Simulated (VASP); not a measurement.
# La16HO24 (a cell with a defect) in VASP: notebook

Runs on La16HO24 (a cell with a defect). Level: PBE. Tasks: single point.

Everything below comes from runs of VASP 6.6.1. Logs are shortened: lines on timing, memory, paths and dates and some standing lists are left out, and cuts for length are marked.

### 1 The cell of the first run

The cell holds a defect, 41 atoms: a = 7.881 Å, b = 7.881 Å, c = 12.376 Å, α = 90.00°, β = 90.00°, γ = 120.00°.

### 2 Single point, PBE, collinear spin

The input, INCAR:

```
  ALGO = Normal
  EDIFF = 1E-7
  ENCUT = 520
  GGA = PE
  ISIF = 2
  ISMEAR = -1
  ISPIN = 2
  LASPH = True
  LCHARG = False
  LMAXMIX = 6
  LORBIT = 11
  LREAL = Auto
  LWAVE = False
  MAGMOM = 0 0 0 0 0 0 0 0 0.01 0.01 0 0 0.01 0.01 0 0.01 0 0 0 0 0 0 0 0 0 0 0 0.01 0.08 0.01 0 0 0 0 0.07 0.24 0 0 0 0 0.35
  NBANDS = 190
  NELM = 150
  NUPDOWN = 1.0
  PREC = Accurate
  SIGMA = 0.01
```

The input, KPOINTS:

```
k-points
0
Gamma
  1 1 1
```

The input, POSCAR:

```
La16HO24
1.0
    7.8811453700     -0.0000000600      0.0000000000
   -3.9405726400      6.8252721300      0.0000000000
    0.0000000000      0.0000000000     12.3757188400
La O H
16 24 1
Direct
    0.3282854419      0.1614271195      0.3750102972
    0.1669364423      0.3355173195      0.1221192902
    0.3311108256      0.1634553170      0.8795657158
    0.1724850227      0.3233201502      0.6211148701
    0.3202423905      0.6579944263      0.3775674012
    0.1697457387      0.8257418756      0.1220527890
    0.3320545958      0.6625502887      0.8682420099
    0.1716962277      0.8426569521      0.6215916909
    0.8345910146      0.1753555063      0.3748562051
    0.6640747281      0.3278811448      0.1201421121
    0.8348859131      0.1631611207      0.8677139598
    0.6534931534      0.3240408583      0.6214612742
    0.8356080293      0.6552109520      0.3731656367
    0.6711542321      0.8330423948      0.0995227846
    0.8327622808      0.6651349519      0.8676023703
    0.6676068848      0.8305076973      0.6122976045
    0.3301144672      0.1617724537      0.1691753042
    0.1592802200      0.3345961840      0.3148308434
   -0.0042018332      0.0012307201     -0.0063979314
    0.3341382466      0.1632991328      0.6920530525
    0.1638431325      0.3313826858      0.8163837698
    0.0475763535      0.0193132230      0.5056748687
    0.3615482928      0.6782076866      0.1862747554
    0.1602526261      0.8199692119      0.3132342493
    0.0162254338      0.5013679947      0.0052995709
    0.3381779900      0.6668289460      0.6678467818
    0.1629845917      0.8269009502      0.8201955079
   -0.0085237129      0.4949020252      0.4818444954
    0.8222740731      0.1536983478      0.1775166379
    0.6670344469      0.3313019609      0.3117752633
    0.4957869850     -0.0113000579     -0.0032001373
    0.8290313543      0.1584339832      0.6700094037
    0.6702389433      0.3325769284      0.8242960374
    0.4741426199      0.0226540459      0.5023266188
    0.8250218441      0.6632597153      0.1749028907
    0.6623579260      0.8280806878      0.4084569200
    0.4919616563      0.5005379953     -0.0049699739
    0.8293948452      0.6649308575      0.6726877127
    0.6667770056      0.8308194797      0.8197159398
    0.4753235206      0.4461800161      0.5036661773
   -0.2125499392     -0.1086976458      0.2836765319
```

Potentials or basis: VASP PAW PBE potentials, release 64 (La, O, H).

Run with:

```console
> cat potpaw_PBE.64/La/POTCAR potpaw_PBE.64/O/POTCAR potpaw_PBE.64/H/POTCAR > POTCAR
> mpirun -np 1 vasp_gam > vasp.out
```

OUTCAR:

```text
EDIFF = 1E-7
   ENCUT = 520
   GGA = PE
   ISIF = 2
   ISMEAR = -1
   ISPIN = 2
   LASPH = True
   LORBIT = 11
   LREAL = Auto
   NELM = 150
   NUPDOWN = 1.0
   PREC = Accurate

 ion  position               nearest neighbor table
   1  0.328  0.161  0.375-  30 2.44  18 2.45  24 2.45  34 2.50  22 2.51  40 2.51  17 2.55
   2  0.167  0.336  0.122-  17 2.37  18 2.39  29 2.45  23 2.48  25 2.60  37 2.72  19 2.78
   3  0.331  0.163  0.880-  20 2.32  27 2.41  33 2.41  21 2.42  19 2.69  37 2.71  31 2.73
   4  0.172  0.323  0.621-  20 2.36  26 2.42  21 2.42  32 2.42  22 2.53  40 2.54
   5  0.320  0.658  0.378-  24 2.34  18 2.34  36 2.37  23 2.38  28 2.59
   6  0.170  0.826  0.122-  24 2.37  17 2.37  35 2.44  23 2.45  25 2.64  31 2.71
   7  0.332  0.663  0.868-  21 2.35  27 2.35  39 2.36  26 2.48  37 2.70  31 2.74  25 2.74  14 3.68

   8  0.172  0.843  0.622-  20 2.36  26 2.41  38 2.42  27 2.46  22 2.51  34 2.55
   9  0.835  0.175  0.375-  18 2.34  30 2.34  36 2.41  29 2.45  28 2.55
  10  0.664  0.328  0.120-  17 2.36  30 2.37  29 2.38  35 2.39  31 2.77  25 2.79  37 2.82
  11  0.835  0.163  0.868-  21 2.33  33 2.34  39 2.34  32 2.45  19 2.70  31 2.81  14 3.65
  12  0.653  0.324  0.621-  20 2.35  32 2.40  38 2.41  33 2.51  40 2.52  34 2.54
  13  0.836  0.655  0.373-  24 2.34  30 2.34  36 2.40  35 2.46  28 2.54
  14  0.671  0.833  0.100-  23 2.37  29 2.39  35 2.40  19 2.57  31 2.59  37 2.61  15 3.65  11 3.65
                             7 3.68
  15  0.833  0.665  0.868-  27 2.33  33 2.33  39 2.34  38 2.41  19 2.77  37 2.81  14 3.65
  16  0.668  0.831  0.612-  32 2.35  26 2.35  38 2.36  36 2.52  39 2.57
  17  0.330  0.162  0.169-  10 2.36   6 2.37   2 2.37   1 2.55
  18  0.159  0.335  0.315-   9 2.34   5 2.34   2 2.39   1 2.45
  19  0.996  0.001  0.994-  14 2.57   3 2.69  11 2.70  15 2.77   2 2.78
  20  0.334  0.163  0.692-   3 2.32  12 2.35   8 2.36   4 2.36
  21  0.164  0.331  0.816-  11 2.33   7 2.35   3 2.42   4 2.42
  22  0.048  0.019  0.506-   1 2.51   8 2.51   4 2.53
  23  0.362  0.678  0.186-  14 2.37   5 2.38   6 2.45   2 2.48
  24  0.160  0.820  0.313-  13 2.34   5 2.34   6 2.37   1 2.45
  25  0.016  0.501  0.005-   2 2.60   6 2.64   7 2.74  10 2.79
  26  0.338  0.667  0.668-  16 2.35   8 2.41   4 2.42   7 2.48
  27  0.163  0.827  0.820-  15 2.33   7 2.35   3 2.41   8 2.46
  28  0.991  0.495  0.482-  13 2.54   9 2.55   5 2.59
  29  0.822  0.154  0.178-  10 2.38  14 2.39   9 2.45   2 2.45
  30  0.667  0.331  0.312-  13 2.34   9 2.34  10 2.37   1 2.44
  31  0.496  0.989  0.997-  14 2.59   6 2.71   3 2.73   7 2.74  10 2.77  11 2.81
  32  0.829  0.158  0.670-  16 2.35  12 2.40   4 2.42  11 2.45
  33  0.670  0.333  0.824-  15 2.33  11 2.34   3 2.41  12 2.51
  34  0.474  0.023  0.502-   1 2.50  12 2.54   8 2.55
  35  0.825  0.663  0.175-  10 2.39  14 2.40   6 2.44  13 2.46
  36  0.662  0.828  0.408-   5 2.37  13 2.40   9 2.41  16 2.52
  37  0.492  0.501  0.995-  14 2.61   7 2.70   3 2.71   2 2.72  15 2.81  10 2.82
  38  0.829  0.665  0.673-  16 2.36  12 2.41  15 2.41   8 2.42
[... 260 lines left out ...]
 fundamental gap:      1.1418215015
 Fermi energy:         6.8612949064

 spin component 1

 k-point     1 :       0.0000    0.0000    0.0000
  band No.  band energies     occupation
      1     -24.0419      1.00000
      2     -23.9270      1.00000
      3     -23.9190      1.00000
      4     -23.8855      1.00000
      5     -23.8676      1.00000
      6     -23.8557      1.00000
[... 164 lines left out ...]
    171      10.4380      0.00000
    172      10.4476      0.00000
 Fermi energy:         6.0902839820

 spin component 2

 k-point     1 :       0.0000    0.0000    0.0000
  band No.  band energies     occupation
      1     -24.0389      1.00000
      2     -23.9246      1.00000
      3     -23.9161      1.00000
      4     -23.8841      1.00000
      5     -23.8665      1.00000
      6     -23.8476      1.00000
[... 164 lines left out ...]
    171      10.4401      0.00000
    172      10.4512      0.00000
 [bands above 172 left out]

------------------------ aborting loop because EDIFF is reached ----------------------------------------

  FORCE on cell =-STRESS in cart. coord.  units (eV):
  Direction    XX          YY          ZZ          XY          YZ          ZX
  --------------------------------------------------------------------------------------
  -------------------------------------------------------------------------------------
  Total        9.2475989     10.1348240      8.0440731     -1.3958094     -0.2785912     -0.0917336
  in kB       22.2566515     24.3919799     19.3600668     -3.3593631     -0.6704992     -0.2207798
  external PRESSURE =      22.0028994 kB  Pullay stress =       0.0000000 kB

 VOLUME and BASIS-vectors are now :
 -----------------------------------------------------------------------------
  energy-cutoff  :      520.00
  volume of cell :      665.70
      direct lattice vectors                 reciprocal lattice vectors
     7.881145370 -0.000000060  0.000000000     0.126885111  0.073257152  0.000000000
    -3.940572640  6.825272130  0.000000000     0.000000001  0.146514305  0.000000000
     0.000000000  0.000000000 12.375718840     0.000000000  0.000000000  0.080803387

 POSITION                                       TOTAL-FORCE (eV/Angst)
 -----------------------------------------------------------------------------------
      1.95115      1.10178      4.64102         0.003399     -0.000360      0.007113
     -0.00648      2.29000      1.51131         0.000815      0.003797      0.038518
      1.96543      1.11563     10.88526        -0.001392     -0.003667     -0.014148
      0.08531      2.20675      7.68674         0.002759     -0.002895     -0.004479
     -0.06900      4.49099      4.67267        -0.005282     -0.011009     -0.024271
     -1.91611      5.63591      1.51049        -0.015534     -0.006540      0.009316
[... 33 lines left out ...]
      1.98789      3.04530      6.23323        -0.002208     -0.008490     -0.008772
      2.69377      6.08338      3.51070        -0.000505      0.010839     -0.007680
 -----------------------------------------------------------------------------------
    total drift:                                0.010945      0.001963     -0.013140

  FREE ENERGIE OF THE ION-ELECTRON SYSTEM (eV)
  ---------------------------------------------------
  free  energy   TOTEN  =      -333.6859997155 eV

  energy  without entropy=     -333.6859997155  energy(sigma->0) =     -333.68599972

 total charge

# of ion       s       p       d       f       tot
--------------------------------------------------
    1        2.016   5.715   0.613   0.236   8.581
    2        2.014   5.701   0.609   0.234   8.557
    3        2.018   5.699   0.626   0.244   8.588
    4        2.018   5.704   0.639   0.248   8.609
    5        2.020   5.690   0.671   0.253   8.635
    6        2.014   5.698   0.616   0.236   8.565
[... 33 lines left out ...]
   40        1.558   3.396   0.000   0.000   4.954
   41        0.470   0.009   0.000   0.000   0.479
--------------------------------------------------
tot         70.308 173.713  10.189   3.957 258.167

 magnetization (x)

# of ion       s       p       d       f       tot
--------------------------------------------------
    1        0.000  -0.000   0.001   0.001   0.001
    2        0.000   0.000  -0.000   0.000  -0.000
    3        0.000   0.000   0.000  -0.000   0.000
    4        0.000  -0.000  -0.000   0.000   0.000
    5        0.000   0.001   0.002   0.001   0.004
    6        0.000   0.000  -0.000  -0.000  -0.000
[... 33 lines left out ...]
   40        0.000   0.002   0.000   0.000   0.003
   41        0.209   0.002   0.000   0.000   0.211
--------------------------------------------------
tot          0.231   0.373   0.032   0.036   0.671
```

stdout:

```text
POSCAR found type information on POSCAR LaO H
 POSCAR found :  3 types and      41 ions
 scaLAPACK will be used
 LDA part: xc-table for (Slater+PW92), standard interpolation
 POSCAR, INCAR and KPOINTS ok, starting setup
 FFT: planning ... GRIDC
 FFT: planning ... GRID_SOFT
 FFT: planning ... GRID
 WAVECAR not read
 entering main loop
```

Run time: 10 min. Hardware: 1 thread of Intel Xeon 6975P-C (Granite Rapids), shared host; peak memory 1 GiB.

What came out:

| Property | Result |
| --- | --- |
| Free energy | -333.6860 eV |
| Pressure | 2.2 GPa |
| Largest force | 0.050 eV/Å |
| Net moment | 1.00 μB per cell |
| Site moments | La +0.00, -0.00, +0.01, +0.03, +0.02 (each value once); O +0.00, -0.00, +0.01, +0.06, +0.22 (each value once); H +0.21 μB |
| Valence electrons inside the program's atomic spheres | La 8.58, 8.56, 8.59, 8.61, 8.63, 8.60, 8.62 (each value once); O 5.03, 5.04, 4.94, 5.06, 4.96, 5.02, 4.93, 5.01, 5.05, 4.95 (each value once); H 0.48 |

Forces in eV/Å, atoms in the order of the input:
```
La   0.003  0.000  0.007
La   0.001  0.004  0.039
La  -0.001 -0.004 -0.014
La   0.003 -0.003 -0.004
La  -0.005 -0.011 -0.024
La  -0.016 -0.007  0.009
La  -0.003  0.007 -0.015
La   0.005  0.009  0.026
La   0.007 -0.009 -0.018
La  -0.005  0.022  0.020
La  -0.011  0.000 -0.024
La  -0.008 -0.010  0.023
La   0.003  0.002  0.027
La   0.012 -0.007  0.006
La   0.000  0.005  0.030
La  -0.003 -0.001  0.023
O   -0.002  0.004 -0.031
O    0.002  0.000 -0.020
O    0.003 -0.026 -0.004
O   -0.010  0.014  0.002
O    0.000 -0.001  0.050
O    0.010  0.005 -0.007
O   -0.006 -0.013  0.011
O   -0.005 -0.005  0.004
O   -0.012  0.005  0.004
O   -0.002 -0.018  0.001
O    0.007  0.003 -0.009
O    0.007 -0.002 -0.016
O    0.014  0.008 -0.002
O    0.006 -0.002 -0.003
O    0.006 -0.003 -0.010
O    0.010  0.012  0.003
O    0.006 -0.008 -0.001
O   -0.014  0.006  0.009
O   -0.007 -0.001 -0.027
O   -0.007  0.007  0.015
O    0.011  0.012  0.004
O    0.008 -0.003 -0.044
O   -0.003  0.004 -0.025
O   -0.002 -0.008 -0.009
H   -0.001  0.011 -0.008
```

Stress tensor (GPa, compression positive):
```
 2.23 -0.34 -0.02
-0.34  2.44 -0.07
-0.02 -0.07  1.94
```

Caveat: the k points lie up to 0.92 Å⁻¹ apart, too coarse for converged energies, forces and pressures; spin-orbit coupling is left out, which moves the levels of the heavy elements; the total moment is fixed, so each spin has its own Fermi level and the state may be an excited one.

### 3 Single point, PBE, collinear spin

The input, INCAR:

```
PREC = Accurate
ENCUT = 520
EDIFF = 1E-6
ISMEAR = -1
SIGMA = 0.01
LREAL = Auto
LASPH = True
NELM = 150
ALGO = Normal
ISIF = 2
LWAVE = False
LCHARG = False
ISPIN = 2
MAGMOM = 0 0 0 0 0 0 0 0 0.01 0.01 0 0 0.01 0.01 0 0.01 0 0 0 0 0 0 0 0 0 0 0 0.01 0.08 0.01 0 0 0 0 0.07 0.24 0 0 0 0 0.35
LORBIT = 11
NUPDOWN = 1.0
LMAXMIX = 6
GGA = PE
NBANDS = 190
```

The input, KPOINTS:

```
Automatic mesh
0
Gamma
  1 1 1
```

The input, POSCAR:

```
La16HO24
1.0
    7.8811453700     -0.0000000600      0.0000000000
   -3.9405726400      6.8252721300      0.0000000000
    0.0000000000      0.0000000000     12.3757188400
La O H
16 24 1
Direct
    0.3359100878      0.1693749345      0.3750610417
    0.1632920877      0.3332629039      0.1225850409
    0.3336696025      0.1663100018      0.8801900836
    0.1732776431      0.3257034984      0.6216755648
    0.3266127612      0.6629312258      0.3755078036
    0.1688078341      0.8329335302      0.1214512078
    0.3344736294      0.6648805987      0.8678219131
    0.1734952346      0.8448612598      0.6217069973
    0.8391946723      0.1764041092      0.3769864248
    0.6717972575      0.3323899761      0.1228371475
    0.8335700126      0.1646929278      0.8679166955
    0.6542931780      0.3256482668      0.6219363174
    0.8415307090      0.6633104094      0.3762309131
    0.6667992610      0.8311933842      0.0981264212
    0.8320734503      0.6655293684      0.8676232984
    0.6663199063      0.8310553677      0.6116733176
    0.3351165341      0.1676084116      0.1672770711
    0.1626703616      0.3375666151      0.3134929009
   -0.0059264340      0.0006163856     -0.0050055274
    0.3335146917      0.1647437639      0.6930526712
    0.1653184977      0.3340441182      0.8195972397
    0.0524686050      0.0241832120      0.5038117850
    0.3484217796      0.6776679278      0.1793244521
    0.1665756649      0.8295921250      0.3127294705
   -0.0016241928      0.4907483447      0.0080614307
    0.3381750399      0.6681941662      0.6706017733
    0.1645242207      0.8280754089      0.8230349390
    0.0018836857      0.5022593876      0.4828500936
    0.8208092227      0.1406102249      0.1843075970
    0.6770065367      0.3377752559      0.3134112087
    0.5059724511     -0.0018204358     -0.0042478341
    0.8307780375      0.1601024881      0.6695387239
    0.6705022028      0.3343636703      0.8209183750
    0.4749361852      0.0248080993      0.5038193806
    0.8326875397      0.6768862782      0.1782594634
    0.6698824930      0.8361057159      0.4085142904
    0.5017678794      0.5054188264     -0.0057889163
    0.8316601282      0.6680524912      0.6709139168
    0.6665460704      0.8314937385      0.8189617210
    0.4755502283      0.4495520428      0.5053503623
   -0.4146561358     -0.3451679259      0.2693765949
```

Potentials or basis: VASP PAW PBE potentials, release 64 (La, O, H).

Run with:

```console
> cat potpaw_PBE.64/La/POTCAR potpaw_PBE.64/O/POTCAR potpaw_PBE.64/H/POTCAR > POTCAR
> mpirun -np 1 vasp_gam > vasp.out
```

Wall time 8.8 min (1 thread of Intel Xeon 6975P-C (Granite Rapids), shared host); peak memory 1 GiB.

It converged, with:

- Free energy: -333.7314 eV
- Pressure: 2.1 GPa
- Largest force: 0.230 eV/Å
- Net moment: 1.00 μB per cell
- Site moments: La +0.00, -0.00, +0.01, +0.02 (each value once); O +0.00, +0.09, +0.01, +0.11, +0.12 (each value once); H +0.24 μB
- Valence electrons inside the program's atomic spheres: La 8.58, 8.56, 8.59, 8.60, 8.61, 8.62, 8.63 (each value once); O 5.03, 5.04, 4.94, 5.06, 4.96, 5.01, 4.93, 5.02, 4.95, 5.00 (each value once); H 0.46

Forces on the atoms (eV/Å):
```
La   0.005  0.013 -0.005
La   0.005 -0.002  0.022
La   0.002  0.004 -0.016
La   0.006  0.005  0.005
La   0.005  0.011 -0.007
La  -0.005  0.014  0.016
La  -0.001  0.003 -0.024
La   0.001  0.011  0.012
La   0.003  0.003  0.005
La   0.002  0.007  0.022
La   0.000  0.010 -0.023
La  -0.009  0.004  0.011
La   0.002  0.009  0.002
La  -0.003  0.003  0.022
La   0.001  0.001 -0.017
La   0.000  0.005  0.016
O    0.001  0.007  0.004
O    0.007  0.000 -0.003
O    0.005  0.001  0.004
O    0.002  0.005 -0.007
O    0.001  0.008  0.012
O    0.001  0.005 -0.003
O   -0.012  0.005 -0.022
O    0.007  0.004  0.004
O   -0.010 -0.004  0.012
O    0.002  0.003  0.000
O    0.006  0.001  0.003
O    0.007  0.008  0.006
O    0.010 -0.011  0.002
O    0.010  0.002  0.003
O    0.007  0.011  0.005
O    0.004  0.001 -0.005
O    0.002  0.003 -0.006
O    0.001  0.006 -0.004
O    0.003  0.016 -0.007
O    0.003  0.019 -0.024
O    0.010  0.003  0.002
O   -0.004  0.007 -0.008
O    0.000  0.005  0.015
O    0.005  0.005  0.006
H   -0.081 -0.213 -0.030
```

Stress tensor (GPa, compression positive):
```
2.31 0.00 0.04
0.00 1.93 0.02
0.04 0.02 1.93
```

Caveat: the k points lie up to 0.92 Å⁻¹ apart, too coarse for converged energies, forces and pressures; spin-orbit coupling is left out, which moves the levels of the heavy elements; the total moment is fixed, so each spin has its own Fermi level and the state may be an excited one.
